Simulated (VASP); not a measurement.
# ScSi4O (P-43m) in VASP: notebook, part 2 of 3

VASP 6.6.1. Earlier steps stand in the parts before.

### 3 Single point, PBE

This run uses another cell than the first one, of 21.32 Å³/atom.

INCAR reads:

```
ALGO = Normal ; EDIFF = 1E-7
ENCUT = 520 ; GGA = PE
ISIF = 2 ; ISMEAR = 0
LASPH = True ; LCHARG = False
LREAL = False ; LWAVE = False
NBANDS = 26 ; NELM = 100
PREC = Accurate ; SIGMA = 0.1
```

KPOINTS reads:

```
k-points
0
Gamma
  4 4 4
```

POSCAR reads:

```
ScSi4O
1.0
    5.0388277485      0.0000000000      0.0000000000
    0.0000000000      5.0388277485      0.0000000000
    0.0000000000      0.0000000000      5.0388277485
Sc Si O
1 4 1
Direct
    0.0000000000      0.0000000000      0.0000000000
    0.2847297920      0.2847297920      0.2847297920
    0.2847297920      0.7152702080      0.7152702080
    0.7152702080      0.7152702080      0.2847297920
    0.7152702080      0.2847297920      0.7152702080
    0.5000000000      0.5000000000      0.5000000000
```

Potentials or basis: VASP PAW PBE potentials, release 64 (Sc_sv, Si, O).

On the command line:

```
cat potpaw_PBE.64/Sc_sv/POTCAR potpaw_PBE.64/Si/POTCAR potpaw_PBE.64/O/POTCAR > POTCAR
mpirun -np 1 vasp_std > vasp.out
```

OUTCAR:

```text
EDIFF = 1E-7
   ENCUT = 520
   GGA = PE
   ISIF = 2
   ISMEAR = 0
   LASPH = True
   LREAL = False
   NELM = 100
   PREC = Accurate

 ion  position               nearest neighbor table
   1  0.000  0.000  0.000-   2 2.48   3 2.48   4 2.48   5 2.48
   2  0.285  0.285  0.285-   6 1.88   1 2.48   4 3.07   5 3.07   3 3.07
   3  0.285  0.715  0.715-   6 1.88   1 2.48   4 3.07   5 3.07   2 3.07
   4  0.715  0.715  0.285-   6 1.88   1 2.48   3 3.07   5 3.07   2 3.07
   5  0.715  0.285  0.715-   6 1.88   1 2.48   3 3.07   4 3.07   2 3.07
   6  0.500  0.500  0.500-   2 1.88   3 1.88   4 1.88   5 1.88

  LATTYP: Found a simple cubic cell.
 ALAT       =     5.0388277485

  Lattice vectors:

 A1 = (   5.0388277485,   0.0000000000,   0.0000000000)
 A2 = (   0.0000000000,   5.0388277485,   0.0000000000)
 A3 = (   0.0000000000,   0.0000000000,   5.0388277485)

Analysis of symmetry for initial positions (statically):
=====================================================================
 Subroutine PRICEL returns:
 Original cell was already a primitive cell.

 Routine SETGRP: Setting up the symmetry group for a
 simple cubic supercell.

 Subroutine GETGRP returns: Found 24 space group operations
 (whereof 24 operations were pure point group operations)
 out of a pool of 48 trial point group operations.

The static configuration has the point symmetry T_d .

Analysis of symmetry for dynamics (positions and initial velocities):
=====================================================================
 Subroutine PRICEL returns:
 Original cell was already a primitive cell.

 Routine SETGRP: Setting up the symmetry group for a
 simple cubic supercell.

 Subroutine GETGRP returns: Found 24 space group operations
 (whereof 24 operations were pure point group operations)
 out of a pool of 48 trial point group operations.

The dynamic configuration has the point symmetry T_d .

 Subroutine INISYM returns: Found 24 space group operations
 (whereof 24 operations are pure point group operations),
 and found     1 'primitive' translations

----------------------------------------------------------------------------------------

                                     Primitive cell

  volume of cell :     127.9348

  direct lattice vectors                    reciprocal lattice vectors
     5.038827749  0.000000000  0.000000000     0.198458858  0.000000000  0.000000000
     0.000000000  5.038827749  0.000000000     0.000000000  0.198458858  0.000000000
     0.000000000  0.000000000  5.038827749     0.000000000  0.000000000  0.198458858

  length of vectors
     5.038827749  5.038827749  5.038827749     0.198458858  0.198458858  0.198458858

  position of ions in fractional coordinates (direct lattice)
     0.000000000  0.000000000  0.000000000
     0.284729792  0.284729792  0.284729792
     0.284729792  0.715270208  0.715270208
     0.715270208  0.715270208  0.284729792
     0.715270208  0.284729792  0.715270208
     0.500000000  0.500000000  0.500000000

  ion indices of the primitive-cell ions
   primitive index   ion index
                 1           1
[... 31 lines left out ...]

 Following reciprocal coordinates:
            Coordinates               Weight
  0.000000  0.000000  0.000000      1.000000
  0.250000  0.000000  0.000000      6.000000
  0.500000  0.000000  0.000000      3.000000
  0.250000  0.250000  0.000000     12.000000
  0.500000  0.250000  0.000000     12.000000
  0.500000  0.500000  0.000000      3.000000
  0.250000  0.250000  0.250000      8.000000
  0.500000  0.250000  0.250000     12.000000
  0.500000  0.500000  0.250000      6.000000
  0.500000  0.500000  0.500000      1.000000
   k-points           NKPTS =     10   k-points in BZ     NKDIM =     10   number of bands    NBANDS=     26
   number of dos      NEDOS =    301   number of ions     NIONS =      6
   total plane-waves  NPLWV =  64000
   dimension x,y,z NGX =    40 NGY =   40 NGZ =   40
   dimension x,y,z NGXF=    80 NGYF=   80 NGZF=   80
   ions per type =               1   4   1
[... 18 lines left out ...]
   ISIF   =      2    stress and relaxation
   ISYM   =      2    0-nonsym 1-usesym 2-fastsym
   POTIM  = 0.5000    time-step for ionic-motion
   TEBEG  =    0.0;   TEEND  =   0.0 temperature during run
   PSTRESS=    0.0 pullay stress
   NELECT =      33.0000    total number of electrons
   NUPDOWN=      -1.0000    fix difference up-down
   EMIN   =  10.00;   EMAX   =-10.00  energy-range for DOS
   EFERMI =   0.00;   METHOD = LEGACY
   ISMEAR =     0;   SIGMA  =   0.10  broadening in eV -4-tet -1-fermi 0-gaus
   EFERMI_NEDOS =   21; number of points for ismear=-14 and -15
   IALGO  =     38    algorithm
   IMIX   =      4    mixing-type and parameters
     AMIX     =   0.40;   BMIX     =  1.00
     AMIX_MAG =   1.60;   BMIX_MAG =  1.00
  volume/ion in A,a.u.               =      21.32       143.89
  Fermi-wavevector in a.u.,A,eV,Ry     =   1.042117  1.969316 14.776044  1.086009
  Thomas-Fermi vector in A             =   2.176768
   LORBIT       =      0    0 simple, 1 ext, 2 COOP (PROOUT), +10 PAW based schemes
   GGA     = PE    functional components
   LHFCALC =     F    Hartree Fock is set to
   AEXX    =    0.0000 exact exchange contribution
   IVDW    =     0    specifies the selected vdW correction
   LEPSILON=     F    determine dielectric tensor
   LRPA    =     F    only Hartree local field effects (RPA)
 non-spin polarized calculation
 Gauss-broadening in eV      SIGMA  =   0.10
  energy-cutoff  :      520.00
  volume of cell :      127.93
 maximum number of plane-waves:      3468
 NGX is ok and might be reduce to    40
   NGX = 19   NGY = 19   NGZ = 19

 number of electron      33.0000010 magnetization

 Free energy of the ion-electron system (eV)
  ---------------------------------------------------
  ext. energy  EPLUGINS =         0.00000000
  ---------------------------------------------------
  free energy    TOTEN  =       -29.04733384 eV

  energy without entropy =      -29.02867624  energy(sigma->0) =      -29.03800504

 E-fermi :   4.8217     XC(G=0):  -9.2964

 val. band max:        4.6081115619   @ k =   0.0000   0.0000   0.0000
 cond. band min:       4.8456946169   @ k =   0.5000   0.2500   0.0000
 fundamental gap:      0.2375830551
 Fermi energy:         4.8216757522

 k-point     1 :       0.0000    0.0000    0.0000
  band No.  band energies     occupation
      1     -44.6737      2.00000
      2     -23.3946      2.00000
      3     -23.3946      2.00000
      4     -23.3946      2.00000
      5     -18.7000      2.00000
      6      -5.5530      2.00000
[... 279 lines left out ...]
     25       7.8540      0.00000
     26       7.8540      0.00000

------------------------ aborting loop because EDIFF is reached ----------------------------------------

  FORCE on cell =-STRESS in cart. coord.  units (eV):
  Direction    XX          YY          ZZ          XY          YZ          ZX
  --------------------------------------------------------------------------------------
  -------------------------------------------------------------------------------------
  Total        0.0783146      0.0783146      0.0783146      0.0000000     -0.0000000     -0.0000000
  in kB        0.9807641      0.9807641      0.9807641      0.0000000     -0.0000000     -0.0000000
  external PRESSURE =       0.9807641 kB  Pullay stress =       0.0000000 kB

 VOLUME and BASIS-vectors are now :
 -----------------------------------------------------------------------------
  energy-cutoff  :      520.00
  volume of cell :      127.93
      direct lattice vectors                 reciprocal lattice vectors
     5.038827749  0.000000000  0.000000000     0.198458858  0.000000000  0.000000000
     0.000000000  5.038827749  0.000000000     0.000000000  0.198458858  0.000000000
     0.000000000  0.000000000  5.038827749     0.000000000  0.000000000  0.198458858

 POSITION                                       TOTAL-FORCE (eV/Angst)
 -----------------------------------------------------------------------------------
      0.00000      0.00000      0.00000        -0.000000     -0.000000     -0.000000
      1.43470      1.43470      1.43470         0.006207      0.006207      0.006207
      1.43470      3.60412      3.60412         0.006207     -0.006207     -0.006207
      3.60412      3.60412      1.43470        -0.006207     -0.006207      0.006207
      3.60412      1.43470      3.60412        -0.006207      0.006207     -0.006207
      2.51941      2.51941      2.51941         0.000000     -0.000000     -0.000000
 -----------------------------------------------------------------------------------
    total drift:                               -0.000000     -0.000000     -0.000000

  FREE ENERGIE OF THE ION-ELECTRON SYSTEM (eV)
  ---------------------------------------------------
  free  energy   TOTEN  =       -29.0473338407 eV

  energy  without entropy=      -29.0286762381  energy(sigma->0) =      -29.03800504
```

OSZICAR:

```text
N       E                     dE             d eps       ncg     rms          rms(c)
DAV:   1     0.236547364020E+03    0.23655E+03   -0.12756E+04   520   0.110E+03
DAV:   2    -0.278235733111E+00   -0.23683E+03   -0.22404E+03   520   0.312E+02
DAV:   3    -0.291091629828E+02   -0.28831E+02   -0.27349E+02   840   0.942E+01
DAV:   4    -0.307752069800E+02   -0.16660E+01   -0.16367E+01   800   0.221E+01
DAV:   5    -0.308092889578E+02   -0.34082E-01   -0.33943E-01   680   0.277E+00    0.108E+01
DAV:   6    -0.292965036190E+02    0.15128E+01   -0.51765E+00   814   0.202E+01    0.508E+00
DAV:   7    -0.291175116983E+02    0.17899E+00   -0.10978E+00   804   0.786E+00    0.265E+00
DAV:   8    -0.290516955431E+02    0.65816E-01   -0.36460E-01   766   0.492E+00    0.809E-01
DAV:   9    -0.290474926784E+02    0.42029E-02   -0.15063E-02   764   0.956E-01    0.363E-01
DAV:  10    -0.290477982058E+02   -0.30553E-03   -0.12010E-02   668   0.744E-01    0.206E-01
DAV:  11    -0.290473727031E+02    0.42550E-03   -0.15712E-03   676   0.285E-01    0.128E-01
DAV:  12    -0.290473342968E+02    0.38406E-04   -0.84762E-04   670   0.181E-01    0.171E-02
DAV:  13    -0.290473389634E+02   -0.46666E-05   -0.80295E-05   714   0.523E-02    0.215E-02
DAV:  14    -0.290473366719E+02    0.22915E-05   -0.44284E-06   732   0.136E-02    0.160E-02
DAV:  15    -0.290473336449E+02    0.30270E-05   -0.16000E-05   630   0.231E-02    0.248E-03
DAV:  16    -0.290473338056E+02   -0.16070E-06   -0.15742E-06   610   0.800E-03    0.293E-03
DAV:  17    -0.290473338407E+02   -0.35086E-07   -0.21969E-07   516   0.260E-03
   1 F= -.29047334E+02 E0= -.29038005E+02  d E =-.186576E-01
```

stdout:

```text
POSCAR found type information on POSCAR ScSiO
 POSCAR found :  3 types and       6 ions
 scaLAPACK will be used
 LDA part: xc-table for (Slater+PW92), standard interpolation
 POSCAR, INCAR and KPOINTS ok, starting setup
 FFT: planning ... GRIDC
 FFT: planning ... GRID_SOFT
 FFT: planning ... GRID
 WAVECAR not read
 entering main loop
```

Wall time 68 s (1 thread of Intel Xeon 8259CL, shared host); peak memory 0.25 GiB.

What came out:

| Property | Result |
| --- | --- |
| Free energy | -29.0473 eV |
| Pressure | 0.1 GPa |
| Largest force | 0.011 eV/Å |
| Band gap on the k mesh | zero (an odd number of electrons rules out a gap without spin polarisation) |

Forces in eV/Å, atoms in the order of the input:
```
Sc   0.000  0.000  0.000
Si   0.006  0.006  0.006
Si   0.006 -0.006 -0.006
Si  -0.006 -0.006  0.006
Si  -0.006  0.006 -0.006
O    0.000  0.000  0.000
```

Levels at points of the mesh, in eV from the Fermi level:
| k point | band 13 | band 14 | band 15 | band 16 | band 17 | band 18 | band 19 | band 20 |
| --- | --- | --- | --- | --- | --- | --- | --- | --- |
| (0.00, 0.00, 0.00) | -3.48 | -3.48 | -0.21 | 0.88 | 0.88 | 0.88 | 1.04 | 1.04 |
| (0.50, 0.00, 0.00) | -2.46 | -1.89 | -1.00 | -0.89 | -0.25 | -0.25 | 0.14 | 1.76 |
| (0.50, 0.50, 0.00) | -2.14 | -2.14 | -1.11 | -0.69 | 0.23 | 0.42 | 0.42 | 0.88 |
| (0.50, 0.50, 0.50) | -2.97 | -2.97 | -2.97 | -1.38 | 0.81 | 0.81 | 1.55 | 1.55 |

Caveat: an odd number of electrons without spin polarisation forces a metal; a magnetic or distorted state may lie lower.

### 4 Relaxation of cell and atoms, PBE

INCAR reads:

```
SYSTEM = ScSi4O
ALGO = Normal
EDIFF = 1E-6
EDIFFG = -0.04
ENCUT = 600
GGA = PE
IBRION = 2
ISIF = 3
ISMEAR = 0
LASPH = .True.
LCHARG = .False.
LREAL = .False.
LWAVE = .False.
NELM = 60
NSW = 90
PREC = Accurate
SIGMA = 0.1
```

KPOINTS reads:

```
k-points
0
Gamma
  4 4 4
  0 0 0
```

POSCAR reads:

```
ScSi4O
1.0
    4.2125337800      0.0000000000      0.0000000000
    0.0000000000      4.2125337800      0.0000000000
    0.0000000000      0.0000000000      4.2125337800
Sc Si O
1 4 1
Direct
    0.0000000000      0.0000000000      0.0000000000
    0.1480000000      0.1480000000      0.1480000000
    0.1480000000      0.8520000000      0.8520000000
    0.8520000000      0.8520000000      0.1480000000
    0.8520000000      0.1480000000      0.8520000000
    0.5000000000      0.5000000000      0.5000000000
```

On the command line:

```
cat potpaw_PBE.64/Sc_sv/POTCAR potpaw_PBE.64/Si/POTCAR potpaw_PBE.64/O/POTCAR > POTCAR
mpirun -np 1 vasp_std > vasp.out
```

Run time: 21 min. Hardware: 1 thread of Intel Xeon 8259CL, shared host; peak memory 0.23 GiB.

The run converged. Its results:

* Free energy: -28.9947 eV
* Relaxed volume: 21.12 Å³/atom
* Relaxed cell: a = 5.023 Å, b = 5.023 Å, c = 5.023 Å, α = 90.00°, β = 90.00°, γ = 90.00°
* Space group after relaxing (to 0.1 Å): P-43m (No. 215)
* Pressure after relaxing: 0.2 GPa
* Largest force after relaxing: 0.040 eV/Å
* Band gap on the k mesh: zero (an odd number of electrons rules out a gap without spin polarisation)

Forces on the atoms (eV/Å):
```
Sc   0.000  0.000  0.000
Si   0.023  0.023  0.023
Si   0.023 -0.023 -0.023
Si  -0.023 -0.023  0.023
Si  -0.023  0.023 -0.023
O    0.000  0.000  0.000
```

Final structure:
```
Sc Si O
1.0
     5.02315    0.00000    0.00000
     0.00000    5.02315    0.00000
     0.00000    0.00000    5.02315
Sc Si O
1 4 1
Direct
  0.00000 0.00000 0.00000
  0.71517 0.71517 0.71517
  0.71517 0.28483 0.28483
  0.28483 0.28483 0.71517
  0.28483 0.71517 0.28483
  0.50000 0.50000 0.50000
```

Levels at points of the mesh, in eV from the Fermi level:
```csv
k point,band 12,band 13,band 14,band 15,band 16,band 17,band 18,band 19,band 20
"(0.00, 0.00, 0.00)",-4.55,-3.52,-3.52,-0.20,0.87,0.87,0.87,1.59,1.59
"(0.50, 0.00, 0.00)",-4.69,-2.50,-1.92,-1.01,-0.89,-0.27,-0.27,0.15,1.79
"(0.50, 0.50, 0.00)",-5.53,-2.16,-2.16,-1.12,-0.69,0.24,0.41,0.41,0.88
"(0.50, 0.50, 0.50)",-5.65,-3.01,-3.01,-3.01,-1.38,0.82,0.82,1.56,1.56
```

Caveat: the k points lie up to 0.31 Å⁻¹ apart in the final cell, too coarse for converged energies and pressures of a metal; the volume moved by over 15 % at a fixed basis, so the end points are rough; an odd number of electrons without spin polarisation forces a metal; a magnetic or distorted state may lie lower.

(Continued in part 3 of 3.)

The gap in the log of VASP goes by the Fermi energy; the results here count the filled bands.